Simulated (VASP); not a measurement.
# AlP (l.bA) (F-43m) in VASP: a series of runs

The runs below take AlP (l.bA) through single point, relaxation of cell and atoms, with LDA.

All numbers are computed with VASP 6.6.1; they aren't measurements. Logs are shortened: lines on timing, memory, paths and dates and some standing lists are left out, and cuts for length are marked.

### Step 1. The cell of the first run

The structure is cubic, space group F-43m (No. 216). Conventional cell: a = 5.434 Å, b = 5.434 Å, c = 5.434 Å, α = 90.00°, β = 90.00°, γ = 90.00°. Within 3.1 Å of Al (site symmetry -43m) lie 4 P at 2.35 Å. P (site symmetry -43m) has 4 Al at 2.35 Å within 3.1 Å.

### Step 2. Single point, LDA

INCAR reads:

```
  ALGO = Normal
  EDIFF = 1E-6
  ENCUT = 500
  GGA_COMPAT = False
  ISIF = 2
  ISMEAR = 0
  LASPH = True
  LCHARG = False
  LREAL = False
  LWAVE = False
  NBANDS = 11
  NELM = 120
  PREC = Accurate
  SIGMA = 0.02
```

KPOINTS reads:

```
k-points
0
Gamma
  8 8 8
```

POSCAR reads:

```
AlP
1.0
    0.0000000000      2.7168541462      2.7168541462
    2.7168541462      0.0000000000      2.7168541462
    2.7168541462      2.7168541462      0.0000000000
Al P
1 1
Direct
    0.0000000000      0.0000000000      0.0000000000
    0.2500000000      0.2500000000      0.2500000000
```

Potentials or basis: VASP PAW LDA potentials, release 64 (Al, P).

Launch:

```
> cat potpaw_LDA.64/Al/POTCAR potpaw_LDA.64/P/POTCAR > POTCAR
> mpirun -np 1 vasp_std > vasp.out
```

OUTCAR:

```text
EDIFF = 1E-6
   ENCUT = 500
   ISIF = 2
   ISMEAR = 0
   LASPH = True
   LREAL = False
   NELM = 120
   PREC = Accurate

 ion  position               nearest neighbor table
   1  0.000  0.000  0.000-   2 2.35   2 2.35   2 2.35   2 2.35
   2  0.250  0.250  0.250-   1 2.35   1 2.35   1 2.35   1 2.35

  LATTYP: Found a face centered cubic cell.
 ALAT       =     5.4337082924

  Lattice vectors:

 A1 = (   0.0000000000,   2.7168541462,   2.7168541462)
 A2 = (   2.7168541462,   0.0000000000,   2.7168541462)
 A3 = (   2.7168541462,   2.7168541462,   0.0000000000)

Analysis of symmetry for initial positions (statically):
=====================================================================
 Subroutine PRICEL returns:
 Original cell was already a primitive cell.

 Routine SETGRP: Setting up the symmetry group for a
 face centered cubic supercell.

 Subroutine GETGRP returns: Found 24 space group operations
 (whereof 24 operations were pure point group operations)
 out of a pool of 48 trial point group operations.

The static configuration has the point symmetry T_d .

Analysis of symmetry for dynamics (positions and initial velocities):
=====================================================================
 Subroutine PRICEL returns:
 Original cell was already a primitive cell.

 Routine SETGRP: Setting up the symmetry group for a
 face centered cubic supercell.

 Subroutine GETGRP returns: Found 24 space group operations
 (whereof 24 operations were pure point group operations)
 out of a pool of 48 trial point group operations.

The dynamic configuration has the point symmetry T_d .

 Subroutine INISYM returns: Found 24 space group operations
 (whereof 24 operations are pure point group operations),
 and found     1 'primitive' translations

----------------------------------------------------------------------------------------

                                     Primitive cell

  volume of cell :      40.1078

  direct lattice vectors                    reciprocal lattice vectors
     0.000000000  2.716854146  2.716854146    -0.184036379  0.184036379  0.184036379
     2.716854146  0.000000000  2.716854146     0.184036379 -0.184036379  0.184036379
     2.716854146  2.716854146  0.000000000     0.184036379  0.184036379 -0.184036379

  length of vectors
     3.842211981  3.842211981  3.842211981     0.318760359  0.318760359  0.318760359

  position of ions in fractional coordinates (direct lattice)
     0.000000000  0.000000000  0.000000000
     0.250000000  0.250000000  0.250000000

  ion indices of the primitive-cell ions
   primitive index   ion index
                 1           1
                 2           2

----------------------------------------------------------------------------------------

 KPOINTS: k-points

Automatic generation of k-mesh.
 Grid dimensions read from file:
 generate k-points for:    8    8    8

 Generating k-lattice:

  Cartesian coordinates                     Fractional coordinates (reciprocal lattice)
    -0.023004547  0.023004547  0.023004547     0.125000000  0.000000000  0.000000000
     0.023004547 -0.023004547  0.023004547     0.000000000  0.125000000  0.000000000
     0.023004547  0.023004547 -0.023004547     0.000000000  0.000000000  0.125000000

  Length of vectors
     0.039845045  0.039845045  0.039845045

  Shift w.r.t. Gamma in fractional coordinates (k-lattice)
     0.000000000  0.000000000  0.000000000

 Subroutine IBZKPT returns following result:
 ===========================================

 Found     29 irreducible k-points:

 Following reciprocal coordinates:
            Coordinates               Weight
  0.000000  0.000000  0.000000      1.000000
  0.125000  0.000000  0.000000      8.000000
  0.250000  0.000000  0.000000      8.000000
  0.375000  0.000000  0.000000      8.000000
  0.500000  0.000000  0.000000      4.000000
  0.125000  0.125000  0.000000      6.000000
[... 16 lines left out ...]
  0.500000  0.250000  0.125000     48.000000
 -0.375000  0.250000  0.125000     24.000000
 [... further k-points ...]
   k-points           NKPTS =     29   k-points in BZ     NKDIM =     29   number of bands    NBANDS=     11
   number of dos      NEDOS =    301   number of ions     NIONS =      2
   total plane-waves  NPLWV =  21952
   dimension x,y,z NGX =    28 NGY =   28 NGZ =   28
   dimension x,y,z NGXF=    56 NGYF=   56 NGZF=   56
   ions per type =               1   1
   NGX,Y,Z   is equivalent  to a cutoff of  12.12, 12.12, 12.12 a.u.
   NGXF,Y,Z  is equivalent  to a cutoff of  24.23, 24.23, 24.23 a.u.
 SYSTEM =  unknown system
   PREC   = accura    normal or accurate (medium, high low for compatibility)
   ISTART =      0    job   : 0-new  1-cont  2-samecut
   ICHARG =      2    charge: 1-file 2-atom 10-const
   ISPIN  =      1    spin polarized calculation?
   LNONCOLLINEAR =      F non collinear calculations
   LSORBIT =      F    spin-orbit coupling
   LASPH  =      T    aspherical Exc in radial PAW
   ENCUT  =  500.0 eV  36.75 Ry    6.06 a.u.   7.01  7.01  7.01*2*pi/ulx,y,z
   NELM   =    120;   NELMIN=  2; NELMDL= -5     # of ELM steps
   EDIFF  = 0.1E-05   stopping-criterion for ELM
   LREAL  =      F    real-space projection
   EDIFFG = 0.1E-04   stopping-criterion for IOM
   NSW    =      0    number of steps for IOM
   IBRION =     -1    ionic relax: 0-MD 1-quasi-New 2-CG
   NFREE  =      0    steps in history (QN), initial steepest desc. (CG)
   ISIF   =      2    stress and relaxation
   ISYM   =      2    0-nonsym 1-usesym 2-fastsym
   POTIM  = 0.5000    time-step for ionic-motion
   TEBEG  =    0.0;   TEEND  =   0.0 temperature during run
   PSTRESS=    0.0 pullay stress
   NELECT =       8.0000    total number of electrons
   NUPDOWN=      -1.0000    fix difference up-down
   EMIN   =  10.00;   EMAX   =-10.00  energy-range for DOS
   EFERMI =   0.00;   METHOD = LEGACY
   ISMEAR =     0;   SIGMA  =   0.02  broadening in eV -4-tet -1-fermi 0-gaus
   EFERMI_NEDOS =   21; number of points for ismear=-14 and -15
   IALGO  =     38    algorithm
   IMIX   =      4    mixing-type and parameters
     AMIX     =   0.40;   BMIX     =  1.00
     AMIX_MAG =   1.60;   BMIX_MAG =  1.00
  volume/ion in A,a.u.               =      20.05       135.33
  Fermi-wavevector in a.u.,A,eV,Ry     =   0.956522  1.807565 12.448449  0.914935
  Thomas-Fermi vector in A             =   2.085458
   LORBIT       =      0    0 simple, 1 ext, 2 COOP (PROOUT), +10 PAW based schemes
   GGA     = CA    functional components
   LHFCALC =     F    Hartree Fock is set to
   AEXX    =    0.0000 exact exchange contribution
   IVDW    =     0    specifies the selected vdW correction
   LEPSILON=     F    determine dielectric tensor
   LRPA    =     F    only Hartree local field effects (RPA)
 non-spin polarized calculation
 Gauss-broadening in eV      SIGMA  =   0.02
  energy-cutoff  :      500.00
  volume of cell :       40.11
 maximum number of plane-waves:      1036
   NGX = 13   NGY = 13   NGZ = 13

 number of electron       8.0000000 magnetization

 Free energy of the ion-electron system (eV)
  ---------------------------------------------------
  ext. energy  EPLUGINS =         0.00000000
  ---------------------------------------------------
  free energy    TOTEN  =       -11.41224619 eV

  energy without entropy =      -11.41224619  energy(sigma->0) =      -11.41224619

 E-fermi :   4.6899     XC(G=0):  -9.5040

 val. band max:        4.5844145936   @ k =   0.0000   0.0000   0.0000
 cond. band min:       5.9981159844   @ k =   0.5000   0.5000   0.0000
 fundamental gap:      1.4137013909
 Fermi energy:         4.6898543244

 k-point     1 :       0.0000    0.0000    0.0000
  band No.  band energies     occupation
      1      -7.0045      2.00000
      2       4.5844      2.00000
      3       4.5844      2.00000
      4       4.5844      2.00000
      5       7.8268      0.00000
      6       9.0768      0.00000
      7       9.0768      0.00000
      8       9.0768      0.00000
      9      13.4135      0.00000
     10      13.4135      0.00000
     11      14.6703      0.00000

 k-point     2 :       0.1250    0.0000    0.0000
  band No.  band energies     occupation
      1      -6.8283      2.00000
      2       3.3329      2.00000
      3       4.4323      2.00000
      4       4.4323      2.00000
      5       8.2305      0.00000
      6       9.3650      0.00000
      7       9.3650      0.00000
      8       9.6175      0.00000
      9      12.8964      0.00000
     10      12.8964      0.00000
     11      15.3166      0.00000

 k-point     3 :       0.2500    0.0000    0.0000
  band No.  band energies     occupation
      1      -6.3309      2.00000
      2       1.3482      2.00000
      3       4.1323      2.00000
      4       4.1323      2.00000
      5       7.8266      0.00000
      6       9.6687      0.00000
      7       9.6687      0.00000
      8      11.4588      0.00000
      9      12.8646      0.00000
     10      12.8646      0.00000
     11      14.7827      0.00000

 k-point     4 :       0.3750    0.0000    0.0000
  band No.  band energies     occupation
      1      -5.6575      2.00000
      2      -0.3281      2.00000
      3       3.8938      2.00000
      4       3.8938      2.00000
      5       7.4430      0.00000
      6       9.4675      0.00000
      7       9.4675      0.00000
      8      12.6248      0.00000
      9      14.2754      0.00000
     10      14.2754      0.00000
     11      15.0980      0.00000
[... 239 lines left out ...]
 k-point    22 :       0.3750    0.2500    0.1250
  band No.  band energies     occupation
      1      -5.9091      2.00000
      2       1.0320      2.00000
      3       2.6319      2.00000
      4       3.6475      2.00000
      5       8.3420      0.00000
      6       9.3496      0.00000
      7       9.9405      0.00000
      8      11.3494      0.00000
      9      12.8961      0.00000
     10      15.3565      0.00000
     11      17.4413      0.00000

 k-point    23 :       0.5000    0.2500    0.1250
  band No.  band energies     occupation
      1      -5.2905      2.00000
      2      -0.1073      2.00000
      3       2.0554      2.00000
      4       3.2520      2.00000
      5       8.4437      0.00000
      6       9.2936      0.00000
      7      10.5555      0.00000
      8      11.6410      0.00000
      9      14.0306      0.00000
     10      15.8596      0.00000
     11      17.3750      0.00000

 k-point    24 :      -0.3750    0.2500    0.1250
  band No.  band energies     occupation
      1      -4.9478      2.00000
      2      -0.6875      2.00000
      3       1.9206      2.00000
      4       3.0591      2.00000
      5       8.4429      0.00000
      6       9.0184      0.00000
      7      11.4317      0.00000
      8      12.2327      0.00000
      9      13.5231      0.00000
     10      15.9815      0.00000
     11      17.3196      0.00000

 [... further k-points ...]
[... 5 lines left out ...]
  --------------------------------------------------------------------------------------
  -------------------------------------------------------------------------------------
  Total        0.0158330      0.0158330      0.0158330      0.0000000      0.0000000     -0.0000000
  in kB        0.6324790      0.6324790      0.6324790      0.0000000      0.0000000     -0.0000000
  external PRESSURE =       0.6324790 kB  Pullay stress =       0.0000000 kB

 VOLUME and BASIS-vectors are now :
 -----------------------------------------------------------------------------
  energy-cutoff  :      500.00
  volume of cell :       40.11
      direct lattice vectors                 reciprocal lattice vectors
     0.000000000  2.716854146  2.716854146    -0.184036379  0.184036379  0.184036379
     2.716854146  0.000000000  2.716854146     0.184036379 -0.184036379  0.184036379
     2.716854146  2.716854146  0.000000000     0.184036379  0.184036379 -0.184036379

 POSITION                                       TOTAL-FORCE (eV/Angst)
 -----------------------------------------------------------------------------------
      0.00000      0.00000      0.00000         0.000000      0.000000      0.000000
      1.35843      1.35843      1.35843        -0.000000     -0.000000     -0.000000
 -----------------------------------------------------------------------------------
    total drift:                               -0.000000     -0.000000     -0.000000

  FREE ENERGIE OF THE ION-ELECTRON SYSTEM (eV)
  ---------------------------------------------------
  free  energy   TOTEN  =       -11.4122461916 eV

  energy  without entropy=      -11.4122461916  energy(sigma->0) =      -11.41224619
```

It took 5.8 s on 1 thread of Intel Xeon 6975P-C (Granite Rapids), shared host; peak memory 0.13 GiB.

Results:

* Free energy: -11.4122 eV
* Pressure: 0.1 GPa
* Band gap on the k mesh: 1.41 eV, indirect (least direct gap 3.24 eV)

Levels at points of the mesh, in eV from the valence-band top:
| k point | band 2 | band 3 | band 4 | band 5 | band 6 | band 7 |
| --- | --- | --- | --- | --- | --- | --- |
| (0.00, 0.00, 0.00) | 0.00 | 0.00 | 0.00 | 3.24 | 4.49 | 4.49 |
| (0.50, 0.00, 0.00) | -5.65 | -0.78 | -0.78 | 2.72 | 4.74 | 4.74 |
| (0.50, 0.50, 0.00) | -5.40 | -2.15 | -2.15 | 1.41 | 2.33 | 11.01 |

### Step 3. Single point, LDA

INCAR reads:

```
ALGO = Normal
EDIFF = 1E-6
ENCUT = 500
GGA = CA
GGA_COMPAT = F
ISIF = 2
ISMEAR = 0
LASPH = T
LCHARG = F
LREAL = F
LWAVE = F
NBANDS = 11
NELM = 120
PREC = Accurate
SIGMA = 0.02
```

KPOINTS reads:

```
k-points
0
Gamma
  10 10 10
```

POSCAR is that of step 2.

Potentials or basis: VASP PAW LDA potentials, release 64 (Al, P).

Launch:

```
> cat potpaw_LDA.64/Al/POTCAR potpaw_LDA.64/P/POTCAR > POTCAR
> mpirun -np 1 vasp_std > vasp.out
```

OUTCAR:

```text
EDIFF = 1E-6
   ENCUT = 500
   GGA = CA
   ISIF = 2
   ISMEAR = 0
   LASPH = T
   LREAL = F
   NELM = 120
   PREC = Accurate

 ion  position               nearest neighbor table
   1  0.000  0.000  0.000-   2 2.35   2 2.35   2 2.35   2 2.35
   2  0.250  0.250  0.250-   1 2.35   1 2.35   1 2.35   1 2.35

  LATTYP: Found a face centered cubic cell.
 ALAT       =     5.4337082924

  Lattice vectors:

 A1 = (   0.0000000000,   2.7168541462,   2.7168541462)
 A2 = (   2.7168541462,   0.0000000000,   2.7168541462)
 A3 = (   2.7168541462,   2.7168541462,   0.0000000000)

Analysis of symmetry for initial positions (statically):
=====================================================================
 Subroutine PRICEL returns:
 Original cell was already a primitive cell.

 Routine SETGRP: Setting up the symmetry group for a
 face centered cubic supercell.

 Subroutine GETGRP returns: Found 24 space group operations
 (whereof 24 operations were pure point group operations)
 out of a pool of 48 trial point group operations.

The static configuration has the point symmetry T_d .

Analysis of symmetry for dynamics (positions and initial velocities):
=====================================================================
 Subroutine PRICEL returns:
 Original cell was already a primitive cell.

 Routine SETGRP: Setting up the symmetry group for a
 face centered cubic supercell.

 Subroutine GETGRP returns: Found 24 space group operations
 (whereof 24 operations were pure point group operations)
 out of a pool of 48 trial point group operations.

The dynamic configuration has the point symmetry T_d .

 Subroutine INISYM returns: Found 24 space group operations
 (whereof 24 operations are pure point group operations),
 and found     1 'primitive' translations

----------------------------------------------------------------------------------------

                                     Primitive cell

  volume of cell :      40.1078
[... 111 lines left out ...]
  Fermi-wavevector in a.u.,A,eV,Ry     =   0.956522  1.807565 12.448449  0.914935
  Thomas-Fermi vector in A             =   2.085458
   LORBIT       =      0    0 simple, 1 ext, 2 COOP (PROOUT), +10 PAW based schemes
   GGA     = CA    functional components
   LHFCALC =     F    Hartree Fock is set to
   AEXX    =    0.0000 exact exchange contribution
   IVDW    =     0    specifies the selected vdW correction
   LEPSILON=     F    determine dielectric tensor
   LRPA    =     F    only Hartree local field effects (RPA)
 non-spin polarized calculation
 Gauss-broadening in eV      SIGMA  =   0.02
  energy-cutoff  :      500.00
  volume of cell :       40.11
 maximum number of plane-waves:      1034
   NGX = 13   NGY = 13   NGZ = 13

 number of electron       8.0000000 magnetization

 Free energy of the ion-electron system (eV)
  ---------------------------------------------------
  ext. energy  EPLUGINS =         0.00000000
  ---------------------------------------------------
  free energy    TOTEN  =       -11.41324446 eV

  energy without entropy =      -11.41324446  energy(sigma->0) =      -11.41324446

 E-fermi :   4.6630     XC(G=0):  -9.5042

 val. band max:        4.5836404054   @ k =   0.0000   0.0000   0.0000
 cond. band min:       5.9980166773   @ k =   0.5000   0.5000   0.0000
 fundamental gap:      1.4143762720
 Fermi energy:         4.6630143888

 k-point     1 :       0.0000    0.0000    0.0000
  band No.  band energies     occupation
      1      -7.0051      2.00000
      2       4.5836      2.00000
      3       4.5836      2.00000
      4       4.5836      2.00000
      5       7.8263      0.00000
      6       9.0766      0.00000
      7       9.0766      0.00000
      8       9.0766      0.00000
      9      13.4132      0.00000
     10      13.4132      0.00000
     11      14.6703      0.00000
[... 309 lines left out ...]
 k-point    24 :       0.4000    0.3000    0.0000
  band No.  band energies     occupation
      1      -5.3114      2.00000
      2       0.2238      2.00000
      3       2.4626      2.00000
      4       2.8008      2.00000
      5       6.8338      0.00000
      6       7.9159      0.00000
      7      12.5237      0.00000
      8      12.7926      0.00000
      9      15.1365      0.00000
     10      16.1116      0.00000
     11      18.1298      0.00000

 [... further k-points ...]
[... 5 lines left out ...]
  --------------------------------------------------------------------------------------
  -------------------------------------------------------------------------------------
  Total        0.0144877      0.0144877      0.0144877      0.0000000     -0.0000000      0.0000000
  in kB        0.5787380      0.5787380      0.5787380      0.0000000     -0.0000000      0.0000000
  external PRESSURE =       0.5787380 kB  Pullay stress =       0.0000000 kB

 VOLUME and BASIS-vectors are now :
 -----------------------------------------------------------------------------
  energy-cutoff  :      500.00
  volume of cell :       40.11
      direct lattice vectors                 reciprocal lattice vectors
     0.000000000  2.716854146  2.716854146    -0.184036379  0.184036379  0.184036379
     2.716854146  0.000000000  2.716854146     0.184036379 -0.184036379  0.184036379
     2.716854146  2.716854146  0.000000000     0.184036379  0.184036379 -0.184036379

 POSITION                                       TOTAL-FORCE (eV/Angst)
 -----------------------------------------------------------------------------------
      0.00000      0.00000      0.00000        -0.000000     -0.000000     -0.000000
      1.35843      1.35843      1.35843         0.000000      0.000000      0.000000
 -----------------------------------------------------------------------------------
    total drift:                               -0.000000     -0.000000     -0.000000

  FREE ENERGIE OF THE ION-ELECTRON SYSTEM (eV)
  ---------------------------------------------------
  free  energy   TOTEN  =       -11.4132444608 eV

  energy  without entropy=      -11.4132444608  energy(sigma->0) =      -11.41324446
```

It took 8.7 s on 1 thread of Intel Xeon 6975P-C (Granite Rapids), shared host; peak memory 0.14 GiB.

Results:

| Item | Value |
| --- | --- |
| Free energy | -11.4132 eV |
| Pressure | 0.1 GPa |
| Band gap on the k mesh | 1.41 eV, indirect (least direct gap 3.24 eV) |

Levels at points of the mesh, in eV from the valence-band top:
| k point | band 1 | band 2 | band 3 | band 4 | band 5 | band 6 | band 7 | band 8 |
| --- | --- | --- | --- | --- | --- | --- | --- | --- |
| (0.00, 0.00, 0.00) | -11.59 | 0.00 | 0.00 | 0.00 | 3.24 | 4.49 | 4.49 | 4.49 |
| (0.50, 0.00, 0.00) | -9.86 | -5.65 | -0.78 | -0.78 | 2.72 | 4.74 | 4.74 | 8.11 |
| (0.50, 0.50, 0.00) | -9.17 | -5.40 | -2.15 | -2.15 | 1.41 | 2.33 | 11.01 | 11.01 |

(Continued in part 2 of 2.)
